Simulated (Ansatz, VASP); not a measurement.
La: VASP beside Ansatz

The input INCAR:

```
SYSTEM = La
PREC     = Accurate       ! precision mode
ENCUT    = 520            ! plane-wave cutoff, eV
EDIFF    = 1E-7           ! SCF threshold, eV
ISMEAR   = -1             ! smearing method
SIGMA    = 0.1            ! smearing width, eV
LREAL    = .FALSE.        ! projectors in reciprocal space
LASPH    = .TRUE.         ! aspherical terms in the spheres
NELM     = 100            ! most SCF steps
ALGO     = Normal         ! electronic algorithm
ISIF     = 2              ! what is computed and relaxed
LWAVE    = .FALSE.        ! write WAVECAR
LCHARG   = .TRUE.         ! write CHGCAR
GGA      = PE             ! functional
LELF     = .TRUE.         ! ELF
LVHAR    = .TRUE.       
NBANDS   = 12             ! bands
```

KPOINTS

```
regular mesh
0
G
  12 12 12
  0 0 0
```

File POSCAR:

```
La
1.0
   -2.0291471617      2.0291471617      2.0291471617
    2.0291471617     -2.0291471617      2.0291471617
    2.0291471617      2.0291471617     -2.0291471617
La
1
Direct
    0.0000000000      0.0000000000      0.0000000000
```

Input for Ansatz:

```yaml
crystal:
  lattice:
    - [-2.0291471617, 2.0291471617, 2.0291471617]
    - [2.0291471617, -2.0291471617, 2.0291471617]
    - [2.0291471617, 2.0291471617, -2.0291471617]
  atoms:
    - { symbol: La, position: [0.0, 0.0, 0.0] }
hamiltonian:
  xc: pbe
  pseudopotentials:
    kind: paw
    azcp:
      La: "pseudopotentials/La.paw.azcp"
basis:
  ecutwfc: 420
  fft_grid_basis: typed
kpoints:
  mp_grid: { grid: [12, 12, 12], shift: [0, 0, 0] }
magnetization:
  spin_polarized: false
scf:
  occupations: { method: fermi_dirac, width: 0.1 }
  lower_state_search: "off"
output:
  stress: true
```

Alike in both runs: task single point; functional PBE; k mesh 12 × 12 × 12; occupations fermi-dirac, width 0.1 eV; no spin polarisation.

|  | VASP | Ansatz |
| --- | --- | --- |
| version | VASP 6.6.1 | Ansatz 0.2.0 |
| potentials or method | VASP PAW PBE potentials, release 64 (La), cutoff 520 eV | plane waves (420 eV) with PAW, scalar-relativistic |
| valence electrons in the cell | 11 | 11 |

|  | VASP | Ansatz | Ansatz less VASP |
| --- | --- | --- | --- |
| pressure (GPa) | 4.0 | 3.9 | -0.06 |

With one functional, cell and mesh, what is left measures potentials, basis and numerics.

Spin-orbit coupling is off throughout.
